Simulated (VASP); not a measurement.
# Be2C in VASP: settings compared

Aim: see how the results for Be2C move with the level of theory and the settings. Levels: r2SCAN, HSE06. Tasks: single point.

Everything below comes from runs of VASP 6.6.1. Logs are shortened: lines on timing, memory, paths and dates and some standing lists are left out, and cuts for length are marked.

## Step 1: The cell of the first run

Symmetry: R-3m, No. 166, trigonal system. The conventional cell has a = 3.055 Å, b = 3.055 Å, c = 7.372 Å, α = 90.00°, β = 90.00°, γ = 120.00°. Within 2.4 Å of C (site symmetry -3m) lie 8 Be at 1.84 to 1.87 Å. Be (site symmetry 3m) has 4 C at 1.84 to 1.87 Å and 6 Be at 2.15 Å within 2.4 Å.

## Step 2: Single point, r2SCAN (strain along [111] -1.5%)

The input, POSCAR:

```
Be2C
1.0
   -0.0216048564      2.1388807821      2.1388807821
    2.1388807821     -0.0216048564      2.1388807821
    2.1388807821      2.1388807821     -0.0216048564
C Be
1 2
Direct
    0.0000000000      0.0000000000      0.0000000000
    0.2497525428      0.2497525428      0.2497525428
    0.7502474572      0.7502474572      0.7502474572
```

The input, INCAR.step1:

```
SYSTEM = Be2C
PREC = Accurate
ENCUT = 660
ISMEAR = 0
SIGMA = 0.01
LREAL = .False.
LASPH = .True.
NELM = 120
NBANDS = 11
GGA = PE
ALGO = Normal
EDIFF = 1E-5
LWAVE = .True.
LCHARG = .False.
GGA_COMPAT = .False.
```

The input, INCAR.step2:

```
SYSTEM = Be2C
PREC = Accurate
ENCUT = 660
EDIFF = 1E-6
ISMEAR = 0
SIGMA = 0.01
LREAL = .False.
LASPH = .True.
NELM = 120
ALGO = Normal
ISIF = 2
LWAVE = .False.
LCHARG = .False.
METAGGA = R2SCAN
LMIXTAU = .True.
NBANDS = 11
ISTART = 1
GGA_COMPAT = .False.
```

The input, KPOINTS:

```
Automatic mesh
0
Gamma
  10 10 10
  0 0 0
```

Potentials or basis: VASP PAW PBE potentials, release 64 (C, Be).

Launch:

```
$ cat potpaw_PBE.64/C/POTCAR potpaw_PBE.64/Be/POTCAR > POTCAR
$ cp INCAR.step1 INCAR
$ mpirun -np 1 vasp_std > vasp.out
$ cp INCAR.step2 INCAR
$ mpirun -np 1 vasp_std > vasp.out
```

OUTCAR:

```text
SYSTEM = Be2C
   PREC = Accurate
   ENCUT = 660
   EDIFF = 1E-6
   ISMEAR = 0
   LREAL = .False.
   LASPH = .True.
   NELM = 120
   ISIF = 2
   METAGGA = R2SCAN
   ISTART = 1

 ion  position               nearest neighbor table
   1  0.000  0.000  0.000-   2 1.84   3 1.84   3 1.87   3 1.87   2 1.87   2 1.87   3 1.87   2 1.87

   2  0.250  0.250  0.250-   1 1.84   1 1.87   1 1.87   1 1.87   3 2.15   3 2.15   3 2.15   3 2.15
                             3 2.15   3 2.15
   3  0.750  0.750  0.750-   1 1.84   1 1.87   1 1.87   1 1.87   2 2.15   2 2.15   2 2.15   2 2.15
                             2 2.15   2 2.15

  LATTYP: Found a trigonal (rhomboedric) cell.
 ALAT       =     3.0249113656
 COS(alpha) =     0.4898739989

  Lattice vectors:

 A1 = (  -0.0216048564,   2.1388807821,   2.1388807821)
 A2 = (   2.1388807821,  -0.0216048564,   2.1388807821)
 A3 = (   2.1388807821,   2.1388807821,  -0.0216048564)

Analysis of symmetry for initial positions (statically):
=====================================================================
 Subroutine PRICEL returns:
 Original cell was already a primitive cell.

 Routine SETGRP: Setting up the symmetry group for a
 trigonal (rhombohedral) supercell.

 Subroutine GETGRP returns: Found 12 space group operations
 (whereof 12 operations were pure point group operations)
 out of a pool of 12 trial point group operations.

The static configuration has the point symmetry D_3d.

Analysis of symmetry for dynamics (positions and initial velocities):
=====================================================================
 Subroutine PRICEL returns:
 Original cell was already a primitive cell.

 Routine SETGRP: Setting up the symmetry group for a
 trigonal (rhombohedral) supercell.

 Subroutine GETGRP returns: Found 12 space group operations
 (whereof 12 operations were pure point group operations)
 out of a pool of 12 trial point group operations.

The dynamic configuration has the point symmetry D_3d.

 Subroutine INISYM returns: Found 12 space group operations
 (whereof 12 operations are pure point group operations),
 and found     1 'primitive' translations

----------------------------------------------------------------------------------------

                                     Primitive cell

  volume of cell :      19.8665

  direct lattice vectors                    reciprocal lattice vectors
    -0.021604856  2.138880782  2.138880782    -0.230254680  0.232604217  0.232604217
[... 99 lines left out ...]
   NELECT =       8.0000    total number of electrons
   NUPDOWN=      -1.0000    fix difference up-down
   EMIN   =  10.00;   EMAX   =-10.00  energy-range for DOS
   EFERMI =   0.00;   METHOD = LEGACY
   ISMEAR =     0;   SIGMA  =   0.01  broadening in eV -4-tet -1-fermi 0-gaus
   EFERMI_NEDOS =   21; number of points for ismear=-14 and -15
   IALGO  =     38    algorithm
   IMIX   =      4    mixing-type and parameters
     AMIX     =   0.40;   BMIX     =  1.00
     AMIX_MAG =   1.60;   BMIX_MAG =  1.00
  volume/ion in A,a.u.               =       6.62        44.69
  Fermi-wavevector in a.u.,A,eV,Ry     =   1.208921  2.284530 19.884789  1.461491
  Thomas-Fermi vector in A             =   2.344514
   LORBIT       =      0    0 simple, 1 ext, 2 COOP (PROOUT), +10 PAW based schemes
   METAGGA = R2SCAN    functional components
   LHFCALC =     F    Hartree Fock is set to
   AEXX    =    0.0000 exact exchange contribution
   IVDW    =     0    specifies the selected vdW correction
   LEPSILON=     F    determine dielectric tensor
   LRPA    =     F    only Hartree local field effects (RPA)
 non-spin polarized calculation
 Gauss-broadening in eV      SIGMA  =   0.01
  energy-cutoff  :      660.00
  volume of cell :       19.87
 maximum number of plane-waves:       777
 NGX is ok and might be reduce to    28
   NGX = 13   NGY = 13   NGZ = 13

 number of electron       8.0000000 magnetization

 Free energy of the ion-electron system (eV)
  ---------------------------------------------------
  ext. energy  EPLUGINS =         0.00000000
  ---------------------------------------------------
  free energy    TOTEN  =       -19.46668313 eV

  energy without entropy =      -19.46668313  energy(sigma->0) =      -19.46668313

 E-fermi :   8.1115     XC(G=0): -12.1108

 val. band max:        7.9510594082   @ k =   0.0000   0.0000   0.0000
 cond. band min:       9.4466533411   @ k =   0.5000   0.5000   0.0000
 fundamental gap:      1.4955939329
 Fermi energy:         8.1115447212

 k-point     1 :       0.0000    0.0000    0.0000
  band No.  band energies     occupation
      1      -8.1776      2.00000
      2       7.8987      2.00000
      3       7.8987      2.00000
      4       7.9511      2.00000
      5      12.4656      0.00000
      6      12.4656      0.00000
      7      12.7657      0.00000
      8      15.5986      0.00000
      9      22.4529      0.00000
     10      22.4529      0.00000
     11      22.5011      0.00000
[... 309 lines left out ...]
 k-point    24 :       0.4000    0.3000   -0.0000
  band No.  band energies     occupation
      1      -5.5472      2.00000
      2       2.0575      2.00000
      3       3.4720      2.00000
      4       3.7527      2.00000
      5      11.1335      0.00000
      6      14.2506      0.00000
      7      19.2043      0.00000
      8      19.4668      0.00000
      9      23.2069      0.00000
     10      26.4951      0.00000
     11      27.3641      0.00000

 [... further k-points ...]

------------------------ aborting loop because EDIFF is reached ----------------------------------------

  FORCE on cell =-STRESS in cart. coord.  units (eV):
  Direction    XX          YY          ZZ          XY          YZ          ZX
  --------------------------------------------------------------------------------------
  -------------------------------------------------------------------------------------
  Total        0.4994515      0.4994515      0.4994515      0.2812615      0.2812615      0.2812615
  in kB       40.2794520     40.2794520     40.2794520     22.6830027     22.6830027     22.6830027
  external PRESSURE =      40.2794520 kB  Pullay stress =       0.0000000 kB

 VOLUME and BASIS-vectors are now :
 -----------------------------------------------------------------------------
  energy-cutoff  :      660.00
  volume of cell :       19.87
      direct lattice vectors                 reciprocal lattice vectors
    -0.021604856  2.138880782  2.138880782    -0.230254680  0.232604217  0.232604217
     2.138880782 -0.021604856  2.138880782     0.232604217 -0.230254680  0.232604217
     2.138880782  2.138880782 -0.021604856     0.232604217  0.232604217 -0.230254680

 POSITION                                       TOTAL-FORCE (eV/Angst)
 -----------------------------------------------------------------------------------
      0.00000      0.00000      0.00000        -0.000000      0.000000     -0.000000
      1.06299      1.06299      1.06299        -0.000110     -0.000110     -0.000110
      3.19317      3.19317      3.19317         0.000110      0.000110      0.000110
 -----------------------------------------------------------------------------------
    total drift:                                0.000000      0.000000      0.000000

  FREE ENERGIE OF THE ION-ELECTRON SYSTEM (eV)
  ---------------------------------------------------
  free  energy   TOTEN  =       -19.4666831301 eV

  energy  without entropy=      -19.4666831301  energy(sigma->0) =      -19.46668313
```

OUTCAR.step1:

```text
SYSTEM = Be2C
   PREC = Accurate
   ENCUT = 660
   ISMEAR = 0
   LREAL = .False.
   LASPH = .True.
   NELM = 120
[... 564 lines left out ...]
      0.00000      0.00000      0.00000        -0.000000      0.000000     -0.000000
      1.06299      1.06299      1.06299         0.007171      0.007171      0.007171
      3.19317      3.19317      3.19317        -0.007171     -0.007171     -0.007171
 -----------------------------------------------------------------------------------
    total drift:                               -0.000000      0.000000      0.000000

  FREE ENERGIE OF THE ION-ELECTRON SYSTEM (eV)
  ---------------------------------------------------
  free  energy   TOTEN  =       -17.4482266915 eV

  energy  without entropy=      -17.4482266915  energy(sigma->0) =      -17.44822669
```

Run time: 3.6 min. Hardware: 1 thread of Intel Xeon 8259CL, shared host; peak memory 0.18 GiB.

What came out:

| Item | Value |
| --- | --- |
| Free energy | -19.4667 eV |
| Pressure | 4.0 GPa |
| Band gap on the k mesh | 1.50 eV (least direct gap 4.51 eV) |

Caveat: the cell differs from its parent crystal (strain along [111] -1.5%); the cell stands under pressure; the PAW data sets were made with another functional, which shifts forces and pressure a little. A k mesh can miss the band edges.

## Step 3: Single point, HSE06

This run uses another cell than the first one, of 6.72 Å³/atom.

The input, POSCAR:

```
Be2C
1.0
    0.0000000000      2.1604856385      2.1604856385
    2.1604856385      0.0000000000      2.1604856385
    2.1604856385      2.1604856385      0.0000000000
C Be
1 2
Direct
    0.0000000000      0.0000000000      0.0000000000
    0.2500000000      0.2500000000      0.2500000000
    0.7500000000      0.7500000000      0.7500000000
```

The input, INCAR.step1:

```
SYSTEM = Be2C
PREC = Accurate
ENCUT = 520
EDIFF = 1E-5
ISMEAR = 0
SIGMA = 0.01
LREAL = .FALSE.
LASPH = .TRUE.
NELM = 120
ALGO = Normal
ISIF = 2
LWAVE = .TRUE.
LCHARG = .FALSE.
NBANDS = 11
GGA = PE
GGA_COMPAT = .FALSE.
```

The input, INCAR.step2:

```
SYSTEM = Be2C
PREC = Accurate
ENCUT = 520
EDIFF = 1E-6
ISMEAR = 0
SIGMA = 0.01
LREAL = .FALSE.
LASPH = .TRUE.
NELM = 120
ALGO = Normal
ISIF = 2
LWAVE = .FALSE.
LCHARG = .FALSE.
GGA = PE
LHFCALC = .TRUE.
HFSCREEN = 0.2079
PRECFOCK = Normal
NBANDS = 11
ISTART = 1
GGA_COMPAT = .FALSE.
```

The input, KPOINTS:

```
Automatic mesh
0
G
  8 8 8
  0 0 0
```

Potentials or basis: VASP PAW PBE potentials, release 64 (C, Be).

Launch:

```
$ cat potpaw_PBE.64/C/POTCAR potpaw_PBE.64/Be/POTCAR > POTCAR
$ cp INCAR.step1 INCAR
$ mpirun -np 1 vasp_std > vasp.out
$ cp INCAR.step2 INCAR
$ mpirun -np 1 vasp_std > vasp.out
```

Run time: 52 min. Hardware: 1 thread of Intel Xeon 8259CL, shared host; peak memory 0.26 GiB.

It converged, with:

```yaml
Free_energy: -19.0793 eV
Pressure: -1.9 GPa
Band_gap_on_the_k_mesh: 1.90 eV (least direct gap 5.13 eV)
```

Levels at points of the mesh, in eV from the valence-band top:
```csv
k point,band 2,band 3,band 4,band 5,band 6,band 7
"(0.00, 0.00, 0.00)",0.00,0.00,0.00,5.13,5.13,5.13
"(0.50, 0.00, 0.00)",-9.67,-2.03,-2.03,6.03,6.03,8.28
"(0.50, 0.50, 0.00)",-7.58,-5.22,-5.22,1.90,6.78,15.11
```

Caveat: the PAW data sets were made with another functional, which shifts forces and pressure a little. A k mesh can miss the band edges.
